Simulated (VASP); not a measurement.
# Rh (Fm-3m) in VASP: further runs

The runs below take Rh through single point, with PBE.

All numbers are computed with VASP 6.6.1; they aren't measurements. Logs are shortened: lines on timing, memory, paths and dates and some standing lists are left out, and cuts for length are marked.

## 1. The cell of the first run

It takes space group Fm-3m (No. 225, cubic). The conventional cell has a = 3.831 Å, b = 3.831 Å, c = 3.831 Å, α = 90.00°, β = 90.00°, γ = 90.00°. Within 3.6 Å of Rh (site symmetry m-3m) lie 12 Rh at 2.71 Å.

## 2. Single point, PBE

INCAR reads:

```
SYSTEM = Rh
ALGO = Normal ; EDIFF = 1E-7
ENCUT = 520 ; GGA = PE
ISIF = 2 ; ISMEAR = -1
LASPH = .True. ; LCHARG = .True.
LELF = .True. ; LREAL = .False.
LVHAR = .True. ; LWAVE = .False.
NBANDS = 14 ; NELM = 80
PREC = Accurate ; SIGMA = 0.06122561905347299
```

KPOINTS reads:

```
k-points
0
Gamma
  49 49 49
  0 0 0
```

POSCAR reads:

```
Rh
1.0
    0.0000000000      1.9154460197      1.9154460197
    1.9154460197      0.0000000000      1.9154460197
    1.9154460197      1.9154460197      0.0000000000
Rh
1
Direct
    0.0000000000      0.0000000000      0.0000000000
```

Potentials or basis: VASP PAW PBE potentials, release 64 (Rh_pv).

Started as:

```
$ cat potpaw_PBE.64/Rh_pv/POTCAR > POTCAR
$ mpirun -np 1 vasp_std > vasp.out
```

OUTCAR:

```text
SYSTEM = Rh
   EDIFF = 1E-7
   ENCUT = 520
   GGA = PE
   ISIF = 2
   ISMEAR = -1
   LASPH = .True.
   LREAL = .False.
   NELM = 80
   PREC = Accurate

 ion  position               nearest neighbor table
   1  0.000  0.000  0.000-

  LATTYP: Found a face centered cubic cell.
 ALAT       =     3.8308920394

  Lattice vectors:

 A1 = (   0.0000000000,   1.9154460197,   1.9154460197)
 A2 = (   1.9154460197,   0.0000000000,   1.9154460197)
 A3 = (   1.9154460197,   1.9154460197,   0.0000000000)

Analysis of symmetry for initial positions (statically):
=====================================================================
 Subroutine PRICEL returns:
 Original cell was already a primitive cell.

 Routine SETGRP: Setting up the symmetry group for a
 face centered cubic supercell.

 Subroutine GETGRP returns: Found 48 space group operations
 (whereof 48 operations were pure point group operations)
 out of a pool of 48 trial point group operations.

The static configuration has the point symmetry O_h .

Analysis of symmetry for dynamics (positions and initial velocities):
=====================================================================
 Subroutine PRICEL returns:
 Original cell was already a primitive cell.

 Routine SETGRP: Setting up the symmetry group for a
 face centered cubic supercell.

 Subroutine GETGRP returns: Found 48 space group operations
 (whereof 48 operations were pure point group operations)
 out of a pool of 48 trial point group operations.

The dynamic configuration has the point symmetry O_h .

 Subroutine INISYM returns: Found 48 space group operations
 (whereof 48 operations are pure point group operations),
 and found     1 'primitive' translations

----------------------------------------------------------------------------------------

                                     Primitive cell

  volume of cell :      14.0553

  direct lattice vectors                    reciprocal lattice vectors
     0.000000000  1.915446020  1.915446020    -0.261035808  0.261035808  0.261035808
     1.915446020  0.000000000  1.915446020     0.261035808 -0.261035808  0.261035808
     1.915446020  1.915446020  0.000000000     0.261035808  0.261035808 -0.261035808

  length of vectors
     2.708849739  2.708849739  2.708849739     0.452127283  0.452127283  0.452127283

  position of ions in fractional coordinates (direct lattice)
     0.000000000  0.000000000  0.000000000

  ion indices of the primitive-cell ions
   primitive index   ion index
                 1           1

----------------------------------------------------------------------------------------

 KPOINTS: k-points

Automatic generation of k-mesh.
 Grid dimensions read from file:
 generate k-points for:   49   49   49

 Generating k-lattice:

  Cartesian coordinates                     Fractional coordinates (reciprocal lattice)
    -0.005327261  0.005327261  0.005327261     0.020408163  0.000000000  0.000000000
     0.005327261 -0.005327261  0.005327261     0.000000000  0.020408163  0.000000000
     0.005327261  0.005327261 -0.005327261     0.000000000  0.000000000  0.020408163

  Length of vectors
     0.009227087  0.009227087  0.009227087

  Shift w.r.t. Gamma in fractional coordinates (k-lattice)
     0.000000000  0.000000000  0.000000000

 Subroutine IBZKPT returns following result:
 ===========================================

 Found   2925 irreducible k-points:

 Following reciprocal coordinates:
            Coordinates               Weight
  0.000000  0.000000  0.000000      1.000000
  0.020408  0.000000  0.000000      8.000000
  0.040816  0.000000  0.000000      8.000000
  0.061224  0.000000  0.000000      8.000000
  0.081633  0.000000  0.000000      8.000000
  0.102041  0.000000  0.000000      8.000000
[... 16 lines left out ...]
  0.448980  0.000000  0.000000      8.000000
  0.469388  0.000000  0.000000      8.000000
 [... further k-points ...]
   k-points           NKPTS =   2925   k-points in BZ     NKDIM =   2925   number of bands    NBANDS=     14
   number of dos      NEDOS =    301   number of ions     NIONS =      1
   total plane-waves  NPLWV =   8000
   dimension x,y,z NGX =    20 NGY =   20 NGZ =   20
   dimension x,y,z NGXF=    40 NGYF=   40 NGZF=   40
   ions per type =               1
   NGX,Y,Z   is equivalent  to a cutoff of  12.27, 12.27, 12.27 a.u.
   NGXF,Y,Z  is equivalent  to a cutoff of  24.55, 24.55, 24.55 a.u.
 SYSTEM =  Rh
   PREC   = accura    normal or accurate (medium, high low for compatibility)
   ISTART =      0    job   : 0-new  1-cont  2-samecut
   ICHARG =      2    charge: 1-file 2-atom 10-const
   ISPIN  =      1    spin polarized calculation?
   LNONCOLLINEAR =      F non collinear calculations
   LSORBIT =      F    spin-orbit coupling
   LASPH  =      T    aspherical Exc in radial PAW
   ENCUT  =  520.0 eV  38.22 Ry    6.18 a.u.   5.04  5.04  5.04*2*pi/ulx,y,z
   NELM   =     80;   NELMIN=  2; NELMDL= -5     # of ELM steps
   EDIFF  = 0.1E-06   stopping-criterion for ELM
   LREAL  =      F    real-space projection
   EDIFFG = 0.1E-05   stopping-criterion for IOM
   NSW    =      0    number of steps for IOM
   IBRION =     -1    ionic relax: 0-MD 1-quasi-New 2-CG
   NFREE  =      0    steps in history (QN), initial steepest desc. (CG)
   ISIF   =      2    stress and relaxation
   ISYM   =      2    0-nonsym 1-usesym 2-fastsym
   POTIM  = 0.5000    time-step for ionic-motion
   TEBEG  =    0.0;   TEEND  =   0.0 temperature during run
   PSTRESS=    0.0 pullay stress
   NELECT =      15.0000    total number of electrons
   NUPDOWN=      -1.0000    fix difference up-down
   EMIN   =  10.00;   EMAX   =-10.00  energy-range for DOS
   EFERMI =   0.00;   METHOD = LEGACY
   ISMEAR =    -1;   SIGMA  =   0.06  broadening in eV -4-tet -1-fermi 0-gaus
   EFERMI_NEDOS =   21; number of points for ismear=-14 and -15
   IALGO  =     38    algorithm
   IMIX   =      4    mixing-type and parameters
     AMIX     =   0.40;   BMIX     =  1.00
     AMIX_MAG =   1.60;   BMIX_MAG =  1.00
  volume/ion in A,a.u.               =      14.06        94.85
  Fermi-wavevector in a.u.,A,eV,Ry     =   1.672985  3.161483 38.081050  2.798878
  Thomas-Fermi vector in A             =   2.758036
   LORBIT       =      0    0 simple, 1 ext, 2 COOP (PROOUT), +10 PAW based schemes
   GGA     = PE    functional components
   LHFCALC =     F    Hartree Fock is set to
   AEXX    =    0.0000 exact exchange contribution
   IVDW    =     0    specifies the selected vdW correction
   LEPSILON=     F    determine dielectric tensor
   LRPA    =     F    only Hartree local field effects (RPA)
 non-spin polarized calculation
  energy-cutoff  :      520.00
  volume of cell :       14.06
 maximum number of plane-waves:       388
   NGX =  9   NGY =  9   NGZ =  9

 number of electron      15.0000003 magnetization

 Free energy of the ion-electron system (eV)
  ---------------------------------------------------
  ext. energy  EPLUGINS =         0.00000000
  ---------------------------------------------------
  free energy    TOTEN  =        -7.26687692 eV

  energy without entropy =       -7.25009760  energy(sigma->0) =       -7.25848726

 E-fermi :  11.4989     XC(G=0): -13.8898

 val. band max:       11.4982230420   @ k =   0.3469   0.0612   0.0204
 cond. band min:      11.4993317108   @ k =  -0.4694   0.4694   0.0612
 fundamental gap:      0.0011086688
 Fermi energy:        11.4988757286

 k-point     1 :       0.0000    0.0000    0.0000
  band No.  band energies     occupation
      1     -34.8387      2.00000
      2     -34.8387      2.00000
      3     -34.8387      2.00000
      4       3.7065      2.00000
      5       8.5292      2.00000
      6       8.5292      2.00000
      7       8.5292      2.00000
      8      10.5430      2.00000
      9      10.5430      2.00000
     10      27.5127      0.00000
     11      32.0992      0.00000
     12      32.8487      0.00000
     13      32.8487      0.00000
     14      32.8487      0.00000

 k-point     2 :       0.0204    0.0000    0.0000
  band No.  band energies     occupation
      1     -34.8416      2.00000
      2     -34.8391      2.00000
      3     -34.8391      2.00000
      4       3.7231      2.00000
      5       8.5217      2.00000
      6       8.5358      2.00000
      7       8.5358      2.00000
      8      10.5392      2.00000
      9      10.5392      2.00000
     10      27.5367      0.00000
     11      32.0984      0.00000
     12      32.7422      0.00000
     13      32.8725      0.00000
     14      32.8725      0.00000

 k-point     3 :       0.0408    0.0000    0.0000
  band No.  band energies     occupation
      1     -34.8502      2.00000
      2     -34.8403      2.00000
      3     -34.8403      2.00000
      4       3.7727      2.00000
      5       8.4998      2.00000
      6       8.5551      2.00000
      7       8.5551      2.00000
      8      10.5283      2.00000
      9      10.5283      2.00000
     10      27.6075      0.00000
     11      32.0973      0.00000
     12      32.4484      0.00000
     13      32.9435      0.00000
     14      32.9435      0.00000
[... 324 lines left out ...]
 k-point    23 :       0.4490    0.0000    0.0000
  band No.  band energies     occupation
      1     -35.4997      2.00000
      2     -34.9306      2.00000
      3     -34.9306      2.00000
      4       5.5915      2.00000
      5       8.4833      2.00000
      6       8.4833      2.00000
      7      11.8633      0.00519
      8      11.9620      0.00104
      9      11.9620      0.00104
     10      20.4265      0.00000
     11      27.1253      0.00000
     12      32.0988      0.00000
     13      32.8315      0.00000
     14      32.8315      0.00000

 k-point    24 :       0.4694    0.0000    0.0000
  band No.  band energies     occupation
      1     -35.5104      2.00000
      2     -34.9321      2.00000
      3     -34.9321      2.00000
      4       5.5766      2.00000
      5       8.4660      2.00000
      6       8.4660      2.00000
      7      12.0174      0.00042
      8      12.0174      0.00042
      9      12.1112      0.00009
     10      20.1096      0.00000
     11      27.0513      0.00000
     12      32.0988      0.00000
     13      32.6861      0.00000
     14      32.6861      0.00000

 [... further k-points ...]

------------------------ aborting loop because EDIFF is reached ----------------------------------------

  FORCE on cell =-STRESS in cart. coord.  units (eV):
  Direction    XX          YY          ZZ          XY          YZ          ZX
  --------------------------------------------------------------------------------------
  -------------------------------------------------------------------------------------
  Total       -0.0036331     -0.0036331     -0.0036331      0.0000000      0.0000000     -0.0000000
  in kB       -0.4141369     -0.4141369     -0.4141369      0.0000000      0.0000000     -0.0000000
  external PRESSURE =      -0.4141369 kB  Pullay stress =       0.0000000 kB

 VOLUME and BASIS-vectors are now :
 -----------------------------------------------------------------------------
  energy-cutoff  :      520.00
  volume of cell :       14.06
      direct lattice vectors                 reciprocal lattice vectors
     0.000000000  1.915446020  1.915446020    -0.261035808  0.261035808  0.261035808
     1.915446020  0.000000000  1.915446020     0.261035808 -0.261035808  0.261035808
     1.915446020  1.915446020  0.000000000     0.261035808  0.261035808 -0.261035808

 POSITION                                       TOTAL-FORCE (eV/Angst)
 -----------------------------------------------------------------------------------
      0.00000      0.00000      0.00000         0.000000      0.000000      0.000000
 -----------------------------------------------------------------------------------
    total drift:                               -0.000000     -0.000000     -0.000000

  FREE ENERGIE OF THE ION-ELECTRON SYSTEM (eV)
  ---------------------------------------------------
  free  energy   TOTEN  =        -7.2668769240 eV

  energy  without entropy=       -7.2500975993  energy(sigma->0) =       -7.25848726
```

Wall time 5.5 min (1 thread of Oxide Virtual Turin-like, shared host); peak memory 0.54 GiB.

What came out:

```
Free energy            : -7.2669 eV
Pressure               : 0.0 GPa
Band gap on the k mesh : zero (an odd number of electrons rules out a gap without spin polarisation)
```

## 3. Single point, PBE

This run uses another cell than the first one, of 14.34 Å³/atom.

INCAR reads:

```
  PREC = Accurate
  ENCUT = 520
  EDIFF = 1E-6
  ISMEAR = -1
  SIGMA = 0.06122561905347299
  LREAL = False
  LASPH = True
  NELM = 100
  ALGO = Normal
  ISIF = 2
  LWAVE = False
  LCHARG = False
  GGA = PE
  NBANDS = 14
```

KPOINTS reads:

```
Automatic mesh
0
Gamma
  49 49 49
```

POSCAR reads:

```
Rh
1.0
    0.0000000000      1.9281314624      1.9281314624
    1.9281314624      0.0000000000      1.9281314624
    1.9281314624      1.9281314624      0.0000000000
Rh
1
Direct
    0.0000000000      0.0000000000      0.0000000000
```

Potentials or basis: VASP PAW PBE potentials, release 64 (Rh_pv).

Started as:

```
$ cat potpaw_PBE.64/Rh_pv/POTCAR > POTCAR
$ mpirun -np 1 vasp_std > vasp.out
```

Run time: 4.4 min. Hardware: 1 thread of Oxide Virtual Turin-like, shared host; peak memory 0.55 GiB.

The run converged. Its results:

- Free energy: -7.2627 eV
- Pressure: -4.9 GPa
- Band gap on the k mesh: zero (an odd number of electrons rules out a gap without spin polarisation)

Levels at points of the mesh, in eV from the Fermi level:
```
           k point  band 4  band 5  band 6  band 7  band 8  band 9  band 10  band 11
(0.00, 0.00, 0.00)   -7.65   -2.88   -2.88   -2.88   -0.93   -0.93    16.02    20.66
```

Caveat: the cell stands under tension.

## 4. Single point, PBE

This run uses another cell than the first one, of 13.49 Å³/atom.

INCAR reads:

```
SYSTEM = Rh
  ALGO = Normal
  EDIFF = 1E-7
  ENCUT = 520
  GGA = PE
  ISIF = 2
  ISMEAR = -1
  LASPH = .True.
  LCHARG = .False.
  LREAL = .False.
  LWAVE = .False.
  NBANDS = 14
  NELM = 60
  PREC = Accurate
  SIGMA = 0.06122561905347299
```

KPOINTS reads:

```
k-points
0
Gamma
  49 49 49
  0 0 0
```

POSCAR reads:

```
Rh
1.0
    0.0000000000      1.8895584406      1.8895584406
    1.8895584406      0.0000000000      1.8895584406
    1.8895584406      1.8895584406      0.0000000000
Rh
1
Direct
    0.0000000000      0.0000000000      0.0000000000
```

Started as:

```
$ cat potpaw_PBE.64/Rh_pv/POTCAR > POTCAR
$ mpirun -np 1 vasp_std > vasp.out
```

It took 5.8 min on 1 thread of Oxide Virtual Turin-like, shared host; peak memory 0.53 GiB.

Results (log left out):

| Property | Result |
| --- | --- |
| Free energy | -7.2471 eV |
| Pressure | 11.6 GPa |
| Band gap on the k mesh | zero (an odd number of electrons rules out a gap without spin polarisation) |

Levels at points of the mesh, in eV from the Fermi level:
```csv
k point,band 5,band 6,band 7,band 8,band 9,band 10
"(0.00, 0.00, 0.00)",-3.17,-3.17,-3.17,-1.02,-1.02,15.99
```

Caveat: the cell stands under pressure.

## 5. Single point, PBE

This run uses another cell than the first one, of 13.77 Å³/atom.

INCAR reads:

```
PREC     = Accurate       # precision mode
ENCUT    = 520            # plane-wave cutoff, eV
EDIFF    = 1E-7           # SCF threshold, eV
ISMEAR   = -1             # smearing method
SIGMA    = 0.06122561905347299 # smearing width, eV
LREAL    = False          # projectors in reciprocal space
LASPH    = True           # aspherical terms in the spheres
NELM     = 80             # most SCF steps
ALGO     = Normal         # electronic algorithm
ISIF     = 2              # what is computed and relaxed
LWAVE    = False          # write WAVECAR
LCHARG   = False          # write CHGCAR
GGA      = PE             # functional
NBANDS   = 14             # bands
```

KPOINTS reads:

```
regular mesh
0
Gamma
  49 49 49
```

POSCAR reads:

```
Rh
1.0
    0.0000000000      1.9025902899      1.9025902899
    1.9025902899      0.0000000000      1.9025902899
    1.9025902899      1.9025902899      0.0000000000
Rh
1
Direct
    0.0000000000      0.0000000000      0.0000000000
```

Started as:

```
$ cat potpaw_PBE.64/Rh_pv/POTCAR > POTCAR
$ mpirun -np 1 vasp_std > vasp.out
```

Run time: 5.2 min. Hardware: 1 thread of Oxide Virtual Turin-like, shared host; peak memory 0.53 GiB.

It converged, with:

| Property | Result |
| --- | --- |
| Free energy | -7.2621 eV |
| Pressure | 5.4 GPa |
| Band gap on the k mesh | zero (an odd number of electrons rules out a gap without spin polarisation) |

Levels at points of the mesh, in eV from the Fermi level:
| k point | band 5 | band 6 | band 7 | band 8 | band 9 | band 10 |
| --- | --- | --- | --- | --- | --- | --- |
| (0.00, 0.00, 0.00) | -3.06 | -3.06 | -3.06 | -0.99 | -0.99 | 16.00 |

Caveat: the cell stands under pressure.

## 6. Summary

```csv
cell,gap on the mesh (eV),pressure (GPa)
"a = 2.709 Å, angles 60.0°, 1 atom",none,0.0
"a = 2.727 Å, angles 60.0°, 1 atom",none,-4.9
"a = 2.672 Å, angles 60.0°, 1 atom",none,11.6
"a = 2.691 Å, angles 60.0°, 1 atom",none,5.4
```

Alike in all rows: task single point; level PBE; potentials or basis VASP PAW PBE potentials, release 64 (Rh_pv); no spin polarisation; k mesh 49 × 49 × 49; cutoff (eV) 520; smearing fermi-dirac 0.0612256 eV.

Caveats: the cell stands under pressure (at least some runs); the cell stands under tension (at least some runs).

Absolute energies hang on the potentials; compare differences alone.
